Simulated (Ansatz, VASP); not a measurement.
# Two plane-wave programs on Mg

The input INCAR:

```
SYSTEM = Mg
PREC = Accurate ; ENCUT = 520
EDIFF = 1E-6 ; ISMEAR = -1
SIGMA = 0.1 ; LREAL = .FALSE.
LASPH = .TRUE. ; NELM = 80
ALGO = Normal ; ISIF = 2
LWAVE = .FALSE. ; LCHARG = .TRUE.
GGA = PS ; LELF = .TRUE.
LVHAR = .TRUE. ; NBANDS = 9
```

File KPOINTS:

```
regular mesh
0
G
  19 19 10
  0 0 0
```

The input POSCAR:

```
Mg
1.0
    3.2167414118      0.0000000000      0.0000000000
   -1.6083707059      2.7857797800      0.0000000000
    0.0000000000      0.0000000000      5.2221488858
Mg
2
Direct
    0.3333333333      0.6666666667      0.2500000000
    0.6666666667      0.3333333333      0.7500000000
```

Input for Ansatz:

```yaml
crystal:
  lattice:
    - [3.2167414118, 0.0, 0.0]
    - [-1.6083707059, 2.78577978, 0.0]
    - [0.0, 0.0, 5.2221488858]
  atoms:
    - { symbol: Mg, position: [0.3333333333, 0.6666666667, 0.25] }
    - { symbol: Mg, position: [0.6666666667, 0.3333333333, 0.75] }
hamiltonian:
  xc: pbesol
  pseudopotentials:
    kind: paw
    azcp:
      Mg: "pseudopotentials/Mg.paw.azcp"
basis:
  ecutwfc: 420
  fft_grid_basis: typed
kpoints:
  mp_grid: { grid: [19, 19, 10], shift: [0, 0, 0] }
magnetization:
  spin_polarized: false
scf:
  occupations: { method: fermi_dirac, width: 0.1 }
output:
  stress: true
```

Alike in both runs: task single point; functional PBEsol; k mesh 19 × 19 × 10; occupations fermi-dirac, width 0.1 eV; no spin polarisation.

```csv
,VASP,Ansatz
version,VASP 6.6.1,Ansatz 0.2.0
potentials or method,"VASP PAW PBE potentials, release 64 (Mg), cutoff 520 eV","plane waves (420 eV) with PAW, scalar-relativistic"
valence electrons in the cell,4,20
```

|  | VASP | Ansatz | Ansatz less VASP |
| --- | --- | --- | --- |
| pressure (GPa) | -1.3 | -1.3 | +0.06 |

VASP's potentials were made for PBE, not for PBEsol, and Ansatz warns of the same on its side. With one functional, cell and mesh, what is left measures potentials, basis and numerics. VASP's potentials hold 4 valence electrons a cell and Ansatz's 20, so a difference there can come from the potentials and not from the codes.
